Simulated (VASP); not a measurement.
The system is BeRh4W.

```
Be Rh W
1.0
     0.00000    3.27043    3.27043
     3.27043    0.00000    3.27043
     3.27043    3.27043    0.00000
Be Rh W
1 4 1
Direct
  0.00000 0.00000 0.00000
  0.62577 0.12269 0.62577
  0.62577 0.62577 0.12269
  0.62577 0.62577 0.62577
  0.12269 0.62577 0.62577
  0.25000 0.25000 0.25000
```

```yaml
Program: VASP 6.6.1
Task: relaxation of cell and atoms
Functional: PBE
Potentials_or_basis: VASP PAW PBE potentials, release 64 (Be, Rh_pv, W_sv)
Cutoff: 600 eV
k_mesh: 4 × 4 × 4
Occupations: gaussian, width 0.1 eV
Spin: no spin polarisation
```

At the start: pressure 95.3 GPa; volume 11.66 Å³/atom.

Problem. Where does the relaxation end?

Solution. Over 8 steps the energy falls by 748.3 meV/atom and the volume is 14.81 Å³/atom (+27.0 %); space group F-43m (No. 216, to 0.05 Å).

Step by step:
```csv
step,energy change (eV),largest force (eV/Å),pressure (GPa),volume (Å³)
1,0.0000,0.3725,95.33,69.96
2,9.2629,0.1256,-29.44,166.34
3,-4.2747,0.2572,-11.73,94.32
4,-4.4651,0.2673,-4.07,90.55
5,-4.4872,0.2695,0.20,88.79
6,-4.4863,0.2692,-0.83,89.19
7,-4.4833,0.3628,1.32,88.36
8,-4.4898,0.0067,0.05,88.84
```

Final structure:
```
Be Rh W
1.0
     0.00000    3.54151    3.54151
     3.54151    0.00000    3.54151
     3.54151    3.54151    0.00000
Be Rh W
1 4 1
Cartesian
  0.0000 0.0000 0.0000
  2.6528 4.4302 2.6528
  2.6528 2.6528 4.4302
  4.4302 4.4302 4.4302
  4.4302 2.6528 2.6528
  1.7708 1.7708 1.7708
```

Caveat: the k points lie up to 0.38 Å⁻¹ apart in the final cell; the volume moved by over 15 % at a fixed basis, so the end points are rough.
